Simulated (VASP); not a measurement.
# ZrS (Fm-3m) in VASP: notebook, part 2 of 2

VASP 6.6.1.

## (3) Electric field gradients, PBEsol

This run uses another cell than the first one, of 18.09 Å³/atom, 1.667 times its volume.

INCAR reads:

```
  PREC = Accurate
  ENCUT = 520
  EDIFF = 1E-8
  ISMEAR = -1
  SIGMA = 0.03
  LREAL = F
  LASPH = T
  NELM = 80
  ALGO = Normal
  ISIF = 2
  LWAVE = F
  LCHARG = F
  GGA = PS
  LEFG = T
  NBANDS = 16
```

KPOINTS reads:

```
Automatic mesh
0
Gamma
  9 9 9
```

POSCAR reads:

```
ZrS
1.0
    0.0000000000      2.6250000000      2.6250000000
    2.6250000000      0.0000000000      2.6250000000
    2.6250000000      2.6250000000      0.0000000000
Zr S
1 1
Direct
    0.0000000000      0.0000000000      0.0000000000
    0.5000000000      0.5000000000      0.5000000000
```

Potentials or basis: VASP PAW PBE potentials, release 64 (Zr_sv, S).

Run with:

```console
$ cat potpaw_PBE.64/Zr_sv/POTCAR potpaw_PBE.64/S/POTCAR > POTCAR
$ mpirun -np 1 vasp_std > vasp.out
```

OUTCAR:

```text
PREC = Accurate
   ENCUT = 520
   EDIFF = 1E-8
   ISMEAR = -1
   LREAL = F
   LASPH = T
   NELM = 80
   ISIF = 2
   GGA = PS

 ion  position               nearest neighbor table
   1  0.000  0.000  0.000-   2 2.62   2 2.62   2 2.62   2 2.62   2 2.62   2 2.62
   2  0.500  0.500  0.500-   1 2.62   1 2.62   1 2.62   1 2.62   1 2.62   1 2.62

  LATTYP: Found a face centered cubic cell.
 ALAT       =     5.2500000000

  Lattice vectors:

 A1 = (   0.0000000000,   2.6250000000,   2.6250000000)
 A2 = (   2.6250000000,   0.0000000000,   2.6250000000)
[... 667 lines left out ...]
  ---------------------------------------------------
  free  energy   TOTEN  =       -16.4768336980 eV

  energy  without entropy=      -16.4728318453  energy(sigma->0) =      -16.47483277

 Electric field gradients (V/A^2)
---------------------------------------------------------------------
 ion       V_xx      V_yy      V_zz      V_xy      V_xz      V_yz
---------------------------------------------------------------------
   1       0.000     0.000    -0.000    -0.000    -0.000    -0.000
   2      -0.000    -0.000    -0.000    -0.000    -0.000    -0.000
---------------------------------------------------------------------

 Electric field gradients after diagonalization (V/A^2)
 (convention: |V_zz| > |V_xx| > |V_yy|)
----------------------------------------------------------------------
 ion       V_xx      V_yy      V_zz     asymmetry (V_yy - V_xx)/ V_zz
----------------------------------------------------------------------
   1       0.000     0.000    -0.000       0.000
   2       0.000     0.000    -0.001       0.000
----------------------------------------------------------------------

           NMR quadrupolar parameters

 Cq : quadrupolar parameter    Cq=e*Q*V_zz/h
 eta: asymmetry parameters     (V_yy - V_xx)/ V_zz
 Q  : nuclear electric quadrupole moment in mb (millibarn)
----------------------------------------------------------------------
 ion       Cq(MHz)       eta       Q (mb)
----------------------------------------------------------------------
   1      -0.000       0.000       1.000
   2      -0.000       0.000       1.000
----------------------------------------------------------------------
```

OSZICAR:

```text
N       E                     dE             d eps       ncg     rms          rms(c)
DAV:   1     0.120858066031E+03    0.12086E+03   -0.95024E+03  1120   0.109E+03
DAV:   2    -0.121032513228E+02   -0.13296E+03   -0.12813E+03  1480   0.281E+02
DAV:   3    -0.172881373862E+02   -0.51849E+01   -0.51471E+01  1728   0.492E+01
DAV:   4    -0.173984012573E+02   -0.11026E+00   -0.11023E+00  1488   0.636E+00
DAV:   5    -0.174000031454E+02   -0.16019E-02   -0.16019E-02  1600   0.647E-01    0.153E+01
DAV:   6    -0.165188904913E+02    0.88111E+00   -0.18992E+00  1344   0.953E+00    0.685E+00
DAV:   7    -0.164832302943E+02    0.35660E-01   -0.18866E-01  1560   0.280E+00    0.276E+00
DAV:   8    -0.164774609719E+02    0.57693E-02   -0.28126E-02  1312   0.105E+00    0.440E-01
DAV:   9    -0.164769043129E+02    0.55666E-03   -0.38184E-03  1336   0.347E-01    0.183E-01
DAV:  10    -0.164768377236E+02    0.66589E-04   -0.52011E-04  1384   0.218E-01    0.498E-02
DAV:  11    -0.164768340994E+02    0.36243E-05   -0.29835E-05  1432   0.455E-02    0.293E-02
DAV:  12    -0.164768335853E+02    0.51408E-06   -0.24612E-06  1480   0.104E-02    0.531E-03
DAV:  13    -0.164768337212E+02   -0.13594E-06   -0.31877E-07  1480   0.487E-03    0.482E-03
DAV:  14    -0.164768337071E+02    0.14088E-07   -0.18764E-08  1128   0.109E-03    0.673E-04
DAV:  15    -0.164768336980E+02    0.91327E-08   -0.16467E-09   776   0.347E-04
   1 F= -.16476834E+02 E0= -.16474833E+02  d E =-.400185E-02
```

stdout:

```text
POSCAR found type information on POSCAR ZrS
 POSCAR found :  2 types and       2 ions
 scaLAPACK will be used
 -----------------------------------------------------------------------------
|                                                                             |
|                                                                             |
|     You enforced a specific xc type in the INCAR file but a different       |
|     I HOPE YOU KNOW WHAT YOU ARE DOING!                                     |
|                                                                             |
 -----------------------------------------------------------------------------

 LDA part: xc-table for (Slater+PW92), standard interpolation
 POSCAR, INCAR and KPOINTS ok, starting setup
 FFT: planning ... GRIDC
 FFT: planning ... GRID_SOFT
 FFT: planning ... GRID
 WAVECAR not read
 entering main loop
ion   1

ion   2
```

Run time: 13 s. Hardware: 1 thread of Intel Xeon 6975P-C (Granite Rapids), shared host; peak memory 0.16 GiB.

Results:

```yaml
Free_energy: -16.4768 eV
Pressure: -6.3 GPa
Band_gap_on_the_k_mesh: zero (band 9 reaches 11.73 eV, above the bottom of band 10 at 9.24 eV)
```

Caveat: without QUAD_EFG the Cq values of the log hold for a quadrupole moment of 1 mb, not for the nuclei; the PAW data sets were made with another functional, which shifts forces and pressure a little.
